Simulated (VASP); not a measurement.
# Au in VASP: notebook, part 2 of 2

VASP 6.6.1.

## (4) Single point, r2SCAN

POSCAR reads:

```
Au
1.0
    2.8876514700      0.0000000000      0.0000000000
   -1.4438257350      2.5007795303      0.0000000000
    0.0000000000      0.0000000000     24.4310302087
Au
5
Direct
    0.6666666667      0.3333333333      0.3070133085
    0.3333333333      0.6666666667      0.4043291603
    0.0000000000      0.0000000000      0.4999999993
    0.6666666667      0.3333333333      0.5956708392
    0.3333333333      0.6666666667      0.6929866928
```

INCAR.step1 reads:

```
PREC = Accurate
ENCUT = 520
ISMEAR = 1
SIGMA = 0.1
LREAL = F
LASPH = T
NELM = 60
LDIPOL = T
IDIPOL = 3
DIPOL = 0.5 0.5 0.500
NBANDS = 36
GGA = PE
ALGO = Normal
EDIFF = 1E-4
LWAVE = T
LCHARG = F
```

INCAR.step2 reads:

```
PREC = Accurate
ENCUT = 520
EDIFF = 1E-6
ISMEAR = 1
SIGMA = 0.1
LREAL = F
LASPH = T
NELM = 60
ALGO = Normal
ISIF = 2
LWAVE = F
LCHARG = T
LDIPOL = T
IDIPOL = 3
DIPOL = 0.5 0.5 0.500
METAGGA = R2SCAN
LMIXTAU = T
LELF = T
LVHAR = T
LVACPOTAV = T
NBANDS = 36
ISTART = 1
```

KPOINTS reads:

```
regular mesh
0
Gamma
  12 12 1
```

Potentials or basis: VASP PAW PBE potentials, release 64 (Au).

Command:

```console
cat potpaw_PBE.64/Au/POTCAR > POTCAR
cp INCAR.step1 INCAR
mpirun -np 1 vasp_std > vasp.out
cp INCAR.step2 INCAR
mpirun -np 1 vasp_std > vasp.out
```

OUTCAR:

```text
PREC = Accurate
   ENCUT = 520
   EDIFF = 1E-6
   ISMEAR = 1
   LREAL = F
   LASPH = T
   NELM = 60
   ISIF = 2
   METAGGA = R2SCAN
   ISTART = 1

 ion  position               nearest neighbor table
   1  0.667  0.333  0.307-   2 2.90   2 2.90   2 2.90
   2  0.333  0.667  0.404-   3 2.87   3 2.87   3 2.87   1 2.90   1 2.90   1 2.90
   3  0.000  0.000  0.500-   2 2.87   2 2.87   2 2.87   4 2.87   4 2.87   4 2.87
   4  0.667  0.333  0.596-   3 2.87   3 2.87   3 2.87   5 2.90   5 2.90   5 2.90
   5  0.333  0.667  0.693-   4 2.90   4 2.90   4 2.90

  LATTYP: Found a hexagonal cell.
 ALAT       =     2.8876514700
 C/A-ratio  =     8.4605190282

  Lattice vectors:

 A1 = (   2.8876514700,   0.0000000000,   0.0000000000)
 A2 = (  -1.4438257350,   2.5007795303,   0.0000000000)
 A3 = (   0.0000000000,   0.0000000000,  24.4310302087)

Analysis of symmetry for initial positions (statically):
=====================================================================
 Subroutine PRICEL returns:
 Original cell was already a primitive cell.

 Routine SETGRP: Setting up the symmetry group for a
 hexagonal supercell.

 Subroutine GETGRP returns: Found 12 space group operations
[... 172 lines left out ...]
 fundamental gap:      0.0201148557
 Fermi energy:         1.6721325156

 k-point     1 :       0.0000    0.0000    0.0000
  band No.  band energies     occupation
      1      -7.9836      2.00000
      2      -7.0730      2.00000
      3      -6.0917      2.00000
      4      -5.6414      2.00000
      5      -5.5828      2.00000
      6      -3.1757      2.00000
[... 730 lines left out ...]
     35       8.6570      0.00000
     36       8.6570      0.00000

------------------------ aborting loop because EDIFF is reached ----------------------------------------

  FORCE on cell =-STRESS in cart. coord.  units (eV):
  Direction    XX          YY          ZZ          XY          YZ          ZX
  --------------------------------------------------------------------------------------
  -------------------------------------------------------------------------------------
  Total       -0.2318639     -0.2318639      2.4992763      0.0000000      0.0000000     -0.0000000
  in kB       -2.1056284     -2.1056284     22.6967095      0.0000000      0.0000000     -0.0000000
  external PRESSURE =       6.1618176 kB  Pullay stress =       0.0000000 kB

 VOLUME and BASIS-vectors are now :
 -----------------------------------------------------------------------------
  energy-cutoff  :      520.00
  volume of cell :      176.43
      direct lattice vectors                 reciprocal lattice vectors
     2.887651470  0.000000000  0.000000000     0.346302180  0.199937657  0.000000000
    -1.443825735  2.500779530  0.000000000     0.000000000  0.399875314  0.000000000
     0.000000000  0.000000000 24.431030209     0.000000000  0.000000000  0.040931553

 POSITION                                       TOTAL-FORCE (eV/Angst)
 -----------------------------------------------------------------------------------
      1.44383      0.83359      7.50065        -0.000000     -0.000000     -0.274118
     -0.00000      1.66719      9.87818        -0.000000     -0.000000      0.009641
      0.00000      0.00000     12.21552        -0.000000      0.000000      0.000000
      1.44383      0.83359     14.55285         0.000000      0.000000     -0.009641
     -0.00000      1.66719     16.93038         0.000000      0.000000      0.274118
 -----------------------------------------------------------------------------------
    total drift:                                0.000000     -0.000000     -0.000002

  FREE ENERGIE OF THE ION-ELECTRON SYSTEM (eV)
  ---------------------------------------------------
  free  energy   TOTEN  =      -252.1763458335 eV

  energy  without entropy=     -252.1735743545  energy(sigma->0) =     -252.17542201

 vacuum level on the upper side and lower side of the slab         6.953         6.953
```

OSZICAR.step1:

```text
N       E                     dE             d eps       ncg     rms          rms(c)
DAV:   1     0.367568271088E+03    0.36757E+03   -0.25934E+04  1368   0.134E+03
DAV:   2    -0.349957836006E+01   -0.37107E+03   -0.34980E+03  1556   0.287E+02
DAV:   3    -0.165555831984E+02   -0.13056E+02   -0.12843E+02  1584   0.520E+01
DAV:   4    -0.167341710692E+02   -0.17859E+00   -0.17830E+00  1596   0.626E+00
DAV:   5    -0.167373396872E+02   -0.31686E-02   -0.31685E-02  1480   0.863E-01    0.187E+01
DAV:   6    -0.155405526735E+02    0.11968E+01   -0.40428E+00  1500   0.135E+01    0.129E+01
DAV:   7    -0.157223779789E+02   -0.18183E+00   -0.36302E+00  1460   0.175E+01    0.484E+00
DAV:   8    -0.154539118808E+02    0.26847E+00   -0.26978E+00  1400   0.178E+01    0.251E+00
DAV:   9    -0.154117290580E+02    0.42183E-01   -0.20557E-01  1516   0.400E+00    0.504E-01
DAV:  10    -0.154088629389E+02    0.28661E-02   -0.18614E-02  1504   0.108E+00    0.190E-01
DAV:  11    -0.154087485608E+02    0.11438E-03   -0.13248E-03  1536   0.251E-01    0.102E-01
DAV:  12    -0.154088247392E+02   -0.76178E-04   -0.15572E-04   996   0.825E-02
   1 F= -.15408825E+02 E0= -.15407609E+02  d E =-.364719E-02
```

It took 6.5 min on 1 thread of Intel Xeon Platinum 8488C (Sapphire Rapids), shared host; peak memory 0.39 GiB.

What came out:

```
Free energy   : -252.1763 eV
Largest force : 0.274 eV/Å
```

Forces in eV/Å, atoms in the order of the input:
```
Au   0.000  0.000 -0.274
Au   0.000  0.000  0.010
Au   0.000  0.000  0.000
Au   0.000  0.000 -0.010
Au   0.000  0.000  0.274
```

Caveat: the PAW data sets were made with another functional, which shifts forces and pressure a little; spin-orbit coupling is left out, which moves the levels of the heavy elements.
